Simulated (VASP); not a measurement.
# LiF (I4/mmm) in VASP: a series of runs

LiF is run at these levels: LDA; tasks: single point.

Everything below comes from runs of VASP 6.6.1. Logs are shortened: lines on timing, memory, paths and dates and some standing lists are left out, and cuts for length are marked.

### Step 1. The cell of the first run

Symmetry: I4/mmm, No. 139, tetragonal system. The conventional cell has a = 2.848 Å, b = 2.848 Å, c = 3.988 Å, α = 90.00°, β = 90.00°, γ = 90.00°. Within 2.6 Å of Li (site symmetry 4/mmm) lie 6 F at 1.99 to 2.01 Å. Within 2.6 Å of F (site symmetry 4/mmm) lie 6 Li at 1.99 to 2.01 Å.

### Step 2. Single point, LDA (zz strain of -1 %)

Contents of INCAR:

```
PREC = Accurate
ENCUT = 750
EDIFF = 1E-6
ISMEAR = -1
SIGMA = 0.03
LREAL = F
LASPH = T
NELM = 120
ALGO = Normal
ISIF = 2
LWAVE = F
LCHARG = F
NBANDS = 12
GGA_COMPAT = F
```

Contents of KPOINTS:

```
Automatic mesh
0
Gamma
  10 10 10
```

Contents of POSCAR:

```
LiF
1.0
    0.0000000000      2.0140000000      1.9938600000
    2.0140000000      0.0000000000      1.9938600000
    2.0140000000      2.0140000000      0.0000000000
Li F
1 1
Direct
    0.0000000000      0.0000000000      0.0000000000
    0.5000000000      0.5000000000      0.5000000000
```

Potentials or basis: VASP PAW LDA potentials, release 64 (Li_sv, F).

Run with:

```console
$ cat potpaw_LDA.64/Li_sv/POTCAR potpaw_LDA.64/F/POTCAR > POTCAR
$ mpirun -np 1 vasp_std > vasp.out
```

OUTCAR:

```text
PREC = Accurate
   ENCUT = 750
   EDIFF = 1E-6
   ISMEAR = -1
   LREAL = F
   LASPH = T
   NELM = 120
   ISIF = 2

 ion  position               nearest neighbor table
   1  0.000  0.000  0.000-   2 1.99   2 1.99   2 2.01   2 2.01   2 2.01   2 2.01
   2  0.500  0.500  0.500-   1 1.99   1 1.99   1 2.01   1 2.01   1 2.01   1 2.01

  LATTYP: Found a body centered tetragonal cell.
 ALAT       =     2.8482261146
 C/A-ratio  =     1.4000714267

  Lattice vectors:

 A1 = (   0.0000000000,  -2.0140000000,  -1.9938600000)
 A2 = (   0.0000000000,   2.0140000000,  -1.9938600000)
 A3 = (   2.0140000000,   0.0000000000,   1.9938600000)

Analysis of symmetry for initial positions (statically):
=====================================================================
 Subroutine PRICEL returns:
 Original cell was already a primitive cell.

 Routine SETGRP: Setting up the symmetry group for a
 body centered tetragonal supercell.

 Subroutine GETGRP returns: Found 16 space group operations
 (whereof 16 operations were pure point group operations)
 out of a pool of 16 trial point group operations.

The static configuration has the point symmetry D_4h.

Analysis of symmetry for dynamics (positions and initial velocities):
=====================================================================
 Subroutine PRICEL returns:
 Original cell was already a primitive cell.

 Routine SETGRP: Setting up the symmetry group for a
 body centered tetragonal supercell.

 Subroutine GETGRP returns: Found 16 space group operations
 (whereof 16 operations were pure point group operations)
 out of a pool of 16 trial point group operations.

The dynamic configuration has the point symmetry D_4h.

 Subroutine INISYM returns: Found 16 space group operations
 (whereof 16 operations are pure point group operations),
 and found     1 'primitive' translations

----------------------------------------------------------------------------------------

                                     Primitive cell

  volume of cell :      16.1750

  direct lattice vectors                    reciprocal lattice vectors
     0.000000000  2.014000000  1.993860000    -0.248262165  0.248262165  0.250769863
     2.014000000  0.000000000  1.993860000     0.248262165 -0.248262165  0.250769863
     2.014000000  2.014000000  0.000000000     0.248262165  0.248262165 -0.250769863

  length of vectors
     2.834020766  2.834020766  2.848226115     0.431455362  0.431455362  0.431455362

  position of ions in fractional coordinates (direct lattice)
     0.000000000  0.000000000  0.000000000
     0.500000000  0.500000000  0.500000000

  ion indices of the primitive-cell ions
   primitive index   ion index
                 1           1
                 2           2

----------------------------------------------------------------------------------------

 KPOINTS: Automatic mesh

Automatic generation of k-mesh.
 Grid dimensions read from file:
 generate k-points for:   10   10   10

 Generating k-lattice:

  Cartesian coordinates                     Fractional coordinates (reciprocal lattice)
    -0.024826216  0.024826216  0.025076986     0.100000000  0.000000000  0.000000000
     0.024826216 -0.024826216  0.025076986     0.000000000  0.100000000  0.000000000
     0.024826216  0.024826216 -0.025076986     0.000000000  0.000000000  0.100000000

  Length of vectors
     0.043145536  0.043145536  0.043145536

  Shift w.r.t. Gamma in fractional coordinates (k-lattice)
     0.000000000  0.000000000  0.000000000

 Subroutine IBZKPT returns following result:
 ===========================================

 Found    102 irreducible k-points:

 Following reciprocal coordinates:
            Coordinates               Weight
  0.000000  0.000000  0.000000      1.000000
  0.100000  0.000000  0.000000      8.000000
  0.200000  0.000000  0.000000      8.000000
  0.300000 -0.000000  0.000000      8.000000
  0.400000  0.000000  0.000000      8.000000
  0.500000  0.000000  0.000000      4.000000
[... 16 lines left out ...]
  0.300000  0.300000  0.000000      2.000000
  0.400000  0.300000  0.000000      8.000000
 [... further k-points ...]
   k-points           NKPTS =    102   k-points in BZ     NKDIM =    102   number of bands    NBANDS=     12
   number of dos      NEDOS =    301   number of ions     NIONS =      2
   total plane-waves  NPLWV =  21952
   dimension x,y,z NGX =    28 NGY =   28 NGZ =   28
   dimension x,y,z NGXF=    56 NGYF=   56 NGZF=   56
   ions per type =               1   1
   NGX,Y,Z   is equivalent  to a cutoff of  16.43, 16.43, 16.34 a.u.
   NGXF,Y,Z  is equivalent  to a cutoff of  32.85, 32.85, 32.69 a.u.
 SYSTEM =  unknown system
   PREC   = accura    normal or accurate (medium, high low for compatibility)
   ISTART =      0    job   : 0-new  1-cont  2-samecut
   ICHARG =      2    charge: 1-file 2-atom 10-const
   ISPIN  =      1    spin polarized calculation?
   LNONCOLLINEAR =      F non collinear calculations
   LSORBIT =      F    spin-orbit coupling
   LASPH  =      T    aspherical Exc in radial PAW
   ENCUT  =  750.0 eV  55.12 Ry    7.42 a.u.   6.33  6.33  6.36*2*pi/ulx,y,z
   NELM   =    120;   NELMIN=  2; NELMDL= -5     # of ELM steps
   EDIFF  = 0.1E-05   stopping-criterion for ELM
   LREAL  =      F    real-space projection
   EDIFFG = 0.1E-04   stopping-criterion for IOM
   NSW    =      0    number of steps for IOM
   IBRION =     -1    ionic relax: 0-MD 1-quasi-New 2-CG
   NFREE  =      0    steps in history (QN), initial steepest desc. (CG)
   ISIF   =      2    stress and relaxation
   ISYM   =      2    0-nonsym 1-usesym 2-fastsym
   POTIM  = 0.5000    time-step for ionic-motion
   TEBEG  =    0.0;   TEEND  =   0.0 temperature during run
   PSTRESS=    0.0 pullay stress
   NELECT =      10.0000    total number of electrons
   NUPDOWN=      -1.0000    fix difference up-down
   EMIN   =  10.00;   EMAX   =-10.00  energy-range for DOS
   EFERMI =   0.00;   METHOD = LEGACY
   ISMEAR =    -1;   SIGMA  =   0.03  broadening in eV -4-tet -1-fermi 0-gaus
   EFERMI_NEDOS =   21; number of points for ismear=-14 and -15
   IALGO  =     38    algorithm
   IMIX   =      4    mixing-type and parameters
     AMIX     =   0.40;   BMIX     =  1.00
     AMIX_MAG =   1.60;   BMIX_MAG =  1.00
  volume/ion in A,a.u.               =       8.09        54.58
  Fermi-wavevector in a.u.,A,eV,Ry     =   1.394634  2.635476 26.463392  1.945004
  Thomas-Fermi vector in A             =   2.518164
   LORBIT       =      0    0 simple, 1 ext, 2 COOP (PROOUT), +10 PAW based schemes
   GGA     = CA    functional components
   LHFCALC =     F    Hartree Fock is set to
   AEXX    =    0.0000 exact exchange contribution
   IVDW    =     0    specifies the selected vdW correction
   LEPSILON=     F    determine dielectric tensor
   LRPA    =     F    only Hartree local field effects (RPA)
 non-spin polarized calculation
  energy-cutoff  :      750.00
  volume of cell :       16.17
 maximum number of plane-waves:       765
 NGX is ok and might be reduce to    28
   NGX = 13   NGY = 13   NGZ = 13

 number of electron      10.0000003 magnetization

 Free energy of the ion-electron system (eV)
  ---------------------------------------------------
  ext. energy  EPLUGINS =         0.00000000
  ---------------------------------------------------
  free energy    TOTEN  =       -10.48253821 eV

  energy without entropy =      -10.48253821  energy(sigma->0) =      -10.48253821

 E-fermi :  -0.5816     XC(G=0): -10.7189

 val. band max:       -1.2380940746   @ k =   0.0000   0.0000   0.0000
 cond. band min:       7.6705022008   @ k =   0.0000   0.0000   0.0000
 fundamental gap:      8.9085962754
 Fermi energy:        -0.5816241695

 k-point     1 :       0.0000    0.0000    0.0000
  band No.  band energies     occupation
      1     -40.9603      2.00000
      2     -20.8403      2.00000
      3      -1.2639      2.00000
      4      -1.2381      2.00000
      5      -1.2381      2.00000
      6       7.6705      0.00000
      7      22.2716      0.00000
      8      22.2716      0.00000
      9      22.5069      0.00000
     10      22.7394      0.00000
     11      22.7394      0.00000
     12      22.8262      0.00000

 k-point     2 :       0.1000    0.0000    0.0000
  band No.  band energies     occupation
      1     -40.9534      2.00000
      2     -20.7997      2.00000
      3      -1.5459      2.00000
      4      -1.2766      2.00000
      5      -1.2637      2.00000
      6       7.9564      0.00000
      7      19.6791      0.00000
      8      21.0220      0.00000
      9      21.1863      0.00000
     10      23.7823      0.00000
     11      23.7882      0.00000
     12      23.8723      0.00000

 k-point     3 :       0.2000    0.0000    0.0000
  band No.  band energies     occupation
      1     -40.9355      2.00000
      2     -20.6904      2.00000
      3      -2.2606      2.00000
      4      -1.3330      2.00000
      5      -1.3295      2.00000
      6       8.5797      0.00000
      7      17.2179      0.00000
      8      19.5092      0.00000
      9      19.6931      0.00000
     10      24.7992      0.00000
     11      25.1556      0.00000
     12      25.1999      0.00000

 k-point     4 :       0.3000   -0.0000    0.0000
  band No.  band energies     occupation
      1     -40.9132      2.00000
      2     -20.5490      2.00000
      3      -3.0517      2.00000
      4      -1.4079      2.00000
      5      -1.3997      2.00000
      6       9.0747      0.00000
      7      15.7765      0.00000
      8      18.2529      0.00000
      9      18.4396      0.00000
     10      26.1757      0.00000
     11      26.8471      0.00000
     12      26.9015      0.00000

 k-point     5 :       0.4000    0.0000    0.0000
  band No.  band energies     occupation
      1     -40.8952      2.00000
      2     -20.4292      2.00000
      3      -3.6421      2.00000
      4      -1.4691      2.00000
      5      -1.4516      2.00000
      6       9.2035      0.00000
      7      15.2924      0.00000
      8      17.4440      0.00000
      9      17.6277      0.00000
     10      27.7723      0.00000
     11      28.5614      0.00000
     12      28.6718      0.00000
[... 228 lines left out ...]
      1     -40.8898      2.00000
      2     -20.3534      2.00000
      3      -3.3205      2.00000
      4      -2.4644      2.00000
      5      -1.5101      2.00000
      6      10.3829      0.00000
      7      14.4168      0.00000
      8      17.7040      0.00000
      9      17.9042      0.00000
     10      27.3776      0.00000
     11      27.5216      0.00000
     12      27.8846      0.00000

 k-point    22 :      -0.2000    0.2000    0.0000
  band No.  band energies     occupation
      1     -40.9065      2.00000
      2     -20.4833      2.00000
      3      -2.8929      2.00000
      4      -2.1758      2.00000
      5      -1.3650      2.00000
      6       9.7688      0.00000
      7      15.1757      0.00000
      8      18.2739      0.00000
      9      18.2742      0.00000
     10      25.6846      0.00000
     11      26.1060      0.00000
     12      28.6489      0.00000

 k-point    23 :       0.3000    0.3000    0.0000
  band No.  band energies     occupation
      1     -40.8987      2.00000
      2     -20.3922      2.00000
      3      -3.2225      2.00000
      4      -1.9520      2.00000
      5      -1.9520      2.00000
      6      10.8413      0.00000
      7      16.2379      0.00000
      8      17.5406      0.00000
      9      18.7015      0.00000
     10      18.7015      0.00000
     11      33.0057      0.00000
     12      33.2494      0.00000

 k-point    24 :       0.4000    0.3000    0.0000
  band No.  band energies     occupation
      1     -40.8853      2.00000
      2     -20.2714      2.00000
      3      -3.6642      2.00000
      4      -2.1726      2.00000
      5      -2.0587      2.00000
      6      11.6510      0.00000
      7      15.0994      0.00000
      8      17.0469      0.00000
      9      18.4551      0.00000
     10      19.5311      0.00000
     11      32.6753      0.00000
     12      33.3662      0.00000

 [... further k-points ...]
[... 5 lines left out ...]
  --------------------------------------------------------------------------------------
  -------------------------------------------------------------------------------------
  Total       -0.6616400     -0.6616400     -0.5944566      0.0000000      0.0000000     -0.0000000
  in kB      -65.5373297    -65.5373297    -58.8826183      0.0000000      0.0000000     -0.0000000
  external PRESSURE =     -63.3190925 kB  Pullay stress =       0.0000000 kB

 VOLUME and BASIS-vectors are now :
 -----------------------------------------------------------------------------
  energy-cutoff  :      750.00
  volume of cell :       16.17
      direct lattice vectors                 reciprocal lattice vectors
     0.000000000  2.014000000  1.993860000    -0.248262165  0.248262165  0.250769863
     2.014000000  0.000000000  1.993860000     0.248262165 -0.248262165  0.250769863
     2.014000000  2.014000000  0.000000000     0.248262165  0.248262165 -0.250769863

 POSITION                                       TOTAL-FORCE (eV/Angst)
 -----------------------------------------------------------------------------------
      0.00000      0.00000      0.00000         0.000000     -0.000000      0.000000
      2.01400      2.01400      1.99386        -0.000000      0.000000      0.000000
 -----------------------------------------------------------------------------------
    total drift:                                0.000000      0.000000      0.000000

  FREE ENERGIE OF THE ION-ELECTRON SYSTEM (eV)
  ---------------------------------------------------
  free  energy   TOTEN  =       -10.4825382077 eV

  energy  without entropy=      -10.4825382077  energy(sigma->0) =      -10.48253821
```

Run time: 68 s. Hardware: 1 thread of Intel Xeon 8259CL, shared host; peak memory 0.12 GiB.

What came out:

* Free energy: -10.4825 eV
* Pressure: -6.3 GPa
* Band gap on the k mesh: 8.91 eV

Caveat: the cell differs from its parent crystal (zz strain of -1 %); the cell stands under tension. A k mesh can miss the band edges.

### Step 3. Single point, LDA (zz strain of +1 %)

Contents of INCAR:

```
SYSTEM = LiF
ALGO = Normal ; EDIFF = 1E-6
ENCUT = 750 ; GGA_COMPAT = .False.
ISIF = 2 ; ISMEAR = -1
LASPH = .True. ; LCHARG = .False.
LREAL = .False. ; LWAVE = .False.
NBANDS = 12 ; NELM = 120
PREC = Accurate ; SIGMA = 0.03
```

Contents of KPOINTS:

```
k-points
0
Gamma
  10 10 10
  0 0 0
```

Contents of POSCAR:

```
LiF
1.0
    0.0000000000      2.0140000000      2.0341400000
    2.0140000000      0.0000000000      2.0341400000
    2.0140000000      2.0140000000      0.0000000000
Li F
1 1
Direct
    0.0000000000      0.0000000000      0.0000000000
    0.5000000000      0.5000000000      0.5000000000
```

Potentials or basis: VASP PAW LDA potentials, release 64 (Li_sv, F).

Run with:

```console
$ cat potpaw_LDA.64/Li_sv/POTCAR potpaw_LDA.64/F/POTCAR > POTCAR
$ mpirun -np 1 vasp_std > vasp.out
```

It took 72 s on 1 thread of Intel Xeon 8259CL, shared host; peak memory 0.12 GiB.

It converged, with:

```yaml
Free_energy: -10.4695 eV
Pressure: -7.5 GPa
Band_gap_on_the_k_mesh: 8.72 eV
```

Stress tensor (GPa, compression positive):
```
-7.30  0.00  0.00
 0.00 -7.30  0.00
 0.00  0.00 -7.84
```

Levels at points of the mesh, in eV from the valence-band top:
```
           k point  band 2  band 3  band 4  band 5  band 6  band 7  band 8  band 9
(0.00, 0.00, 0.00)  -19.55   -0.02   -0.02    0.00    8.72   23.17   23.40   23.40
(0.50, 0.00, 0.00)  -19.11   -2.57   -0.25   -0.23   10.31   16.24   18.25   18.42
(0.50, 0.50, 0.00)  -18.84   -3.09   -1.01   -1.01   14.19   16.07   16.97   19.73
(0.50, 0.00, 0.50)  -18.83   -3.08   -1.07   -1.01   14.37   15.93   16.99   19.51
```

Caveat: the cell differs from its parent crystal (zz strain of +1 %); the cell stands under tension. A k mesh can miss the band edges.

### Step 4. Single point, LDA (zz strain of +2 %)

Contents of INCAR:

```
PREC = Accurate ; ENCUT = 750
EDIFF = 1E-6 ; ISMEAR = -1
SIGMA = 0.03 ; LREAL = False
LASPH = True ; NELM = 120
ALGO = Normal ; ISIF = 2
LWAVE = False ; LCHARG = False
GGA = CA ; NBANDS = 12
GGA_COMPAT = False
```

Contents of KPOINTS:

```
regular mesh
0
Gamma
  10 10 10
```

Contents of POSCAR:

```
LiF
1.0
    0.0000000000      2.0140000000      2.0542800000
    2.0140000000      0.0000000000      2.0542800000
    2.0140000000      2.0140000000      0.0000000000
Li F
1 1
Direct
    0.0000000000      0.0000000000      0.0000000000
    0.5000000000      0.5000000000      0.5000000000
```

Run with:

```console
$ cat potpaw_LDA.64/Li_sv/POTCAR potpaw_LDA.64/F/POTCAR > POTCAR
$ mpirun -np 1 vasp_std > vasp.out
```

It took 68 s on 1 thread of Intel Xeon 8259CL, shared host; peak memory 0.12 GiB.

Results (log left out):

```
Free energy            : -10.4616 eV
Pressure               : -8.0 GPa
Band gap on the k mesh : 8.62 eV
```

Stress tensor (GPa, compression positive):
```
-7.65  0.00  0.00
 0.00 -7.65  0.00
 0.00  0.00 -8.62
```

Levels at points of the mesh, in eV from the valence-band top:
| k point | band 1 | band 2 | band 3 | band 4 | band 5 | band 6 | band 7 | band 8 | band 9 | band 10 |
| --- | --- | --- | --- | --- | --- | --- | --- | --- | --- | --- |
| (0.00, 0.00, 0.00) | -39.80 | -19.54 | -0.05 | -0.05 | 0.00 | 8.62 | 22.89 | 23.34 | 23.34 | 23.59 |
| (0.50, 0.00, 0.00) | -39.74 | -19.11 | -2.55 | -0.27 | -0.23 | 10.25 | 16.11 | 18.08 | 18.42 | 29.45 |
| (0.50, 0.50, 0.00) | -39.73 | -18.85 | -3.07 | -0.99 | -0.99 | 13.98 | 16.09 | 16.83 | 19.70 | 19.70 |
| (0.50, 0.00, 0.50) | -39.72 | -18.82 | -3.05 | -1.11 | -0.99 | 14.33 | 15.83 | 16.86 | 19.27 | 19.57 |

Caveat: the cell differs from its parent crystal (zz strain of +2 %); the cell stands under tension. A k mesh can miss the band edges.

### Step 5. Single point, LDA (equal xx and yy strain of +2 %)

Contents of INCAR:

```
SYSTEM = LiF
PREC = Accurate ; ENCUT = 750
EDIFF = 1E-6 ; ISMEAR = -1
SIGMA = 0.03 ; LREAL = .FALSE.
LASPH = .TRUE. ; NELM = 120
ALGO = Normal ; ISIF = 2
LWAVE = .FALSE. ; LCHARG = .TRUE.
LELF = .TRUE. ; LVHAR = .TRUE.
NBANDS = 12 ; GGA_COMPAT = .FALSE.
```

Contents of KPOINTS:

```
regular mesh
0
G
  10 10 10
  0 0 0
```

Contents of POSCAR:

```
LiF
1.0
    0.0000000000      2.0542800000      2.0140000000
    2.0542800000      0.0000000000      2.0140000000
    2.0542800000      2.0542800000      0.0000000000
Li F
1 1
Direct
    0.0000000000      0.0000000000      0.0000000000
    0.5000000000      0.5000000000      0.5000000000
```

Run with:

```console
$ cat potpaw_LDA.64/Li_sv/POTCAR potpaw_LDA.64/F/POTCAR > POTCAR
$ mpirun -np 1 vasp_std > vasp.out
```

Run time: 74 s. Hardware: 1 thread of Intel Xeon 8259CL, shared host; peak memory 0.12 GiB.

Results (log left out):

```yaml
Free_energy: -10.4449 eV
Pressure: -9.0 GPa
Band_gap_on_the_k_mesh: 8.46 eV
```

Stress tensor (GPa, compression positive):
```
-9.26  0.00  0.00
 0.00 -9.26  0.00
 0.00  0.00 -8.36
```

Levels at points of the mesh, in eV from the valence-band top:
| k point | band 1 | band 2 | band 3 | band 4 | band 5 | band 6 | band 7 | band 8 | band 9 | band 10 |
| --- | --- | --- | --- | --- | --- | --- | --- | --- | --- | --- |
| (0.00, 0.00, 0.00) | -39.83 | -19.48 | -0.05 | 0.00 | 0.00 | 8.46 | 22.81 | 22.81 | 23.25 | 23.46 |
| (0.50, 0.00, 0.00) | -39.78 | -19.05 | -2.48 | -0.25 | -0.22 | 10.17 | 15.89 | 17.94 | 18.28 | 29.14 |
| (0.50, 0.50, 0.00) | -39.76 | -18.78 | -2.95 | -1.03 | -1.03 | 14.28 | 15.67 | 16.66 | 19.12 | 19.12 |
| (0.50, 0.00, 0.50) | -39.76 | -18.80 | -2.96 | -1.03 | -0.91 | 13.93 | 15.93 | 16.62 | 19.25 | 19.54 |

Caveat: the cell differs from its parent crystal (equal xx and yy strain of +2 %); the cell stands under tension. A k mesh can miss the band edges.

### Step 6. The runs side by side

```tsv
cell	gap on the mesh (eV)	pressure (GPa)
a = 2.834, b = 2.834, c = 2.848 Å, angles 59.8, 59.8, 60.3°, 2 atoms	8.91	-6.3
a = 2.863, b = 2.863, c = 2.848 Å, angles 60.2, 60.2, 59.7°, 2 atoms	8.72	-7.5
a = 2.877, b = 2.877, c = 2.848 Å, angles 60.3, 60.3, 59.3°, 2 atoms	8.62	-8.0
a = 2.877, b = 2.877, c = 2.905 Å, angles 59.7, 59.7, 60.7°, 2 atoms	8.46	-9.0
```

Alike in all rows: task single point; level LDA; potentials or basis VASP PAW LDA potentials, release 64 (Li_sv, F); no spin polarisation; k mesh 10 × 10 × 10; cutoff (eV) 750; smearing fermi-dirac 0.03 eV.

Caveats: the cell stands under tension.

Absolute energies hang on the potentials; compare differences alone.
